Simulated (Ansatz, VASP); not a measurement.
## KBr in VASP and in Ansatz

```
K Br
1.0
     4.55930    0.00000    0.00000
    -2.27965    3.94847    0.00000
     0.00000    0.00000    8.02006
K Br
2 2
Direct
  0.00000 0.00000 0.00000
  0.00000 0.00000 0.50000
  0.33333 0.66667 0.25000
  0.66667 0.33333 0.75000
```

Alike in both runs: task single point; functional HSE06; k mesh 6 × 6 × 2; no spin polarisation.

```csv
,VASP,Ansatz
version,VASP 6.6.1,Ansatz 0.2.0
potentials or method,"VASP PAW PBE potentials, release 64 (K_sv, Br)","plane waves, PAW"
plane-wave cutoff (eV),400,420
occupations,"gaussian, width 0.01 eV",fixed
valence electrons in the cell,32,32
```

VASP gave:

| Item | Value |
| --- | --- |
| gap on the k mesh at the Fermi level (eV) | 5.51 |
| pressure (GPa) | 0.4 |

Problem. Estimate Ansatz's values.

Solution. gap on the k mesh at the Fermi level (eV): 5.52; pressure (GPa): 0.4.

Ansatz's warnings: stress exchange threshold loose, stress scf threshold loose.
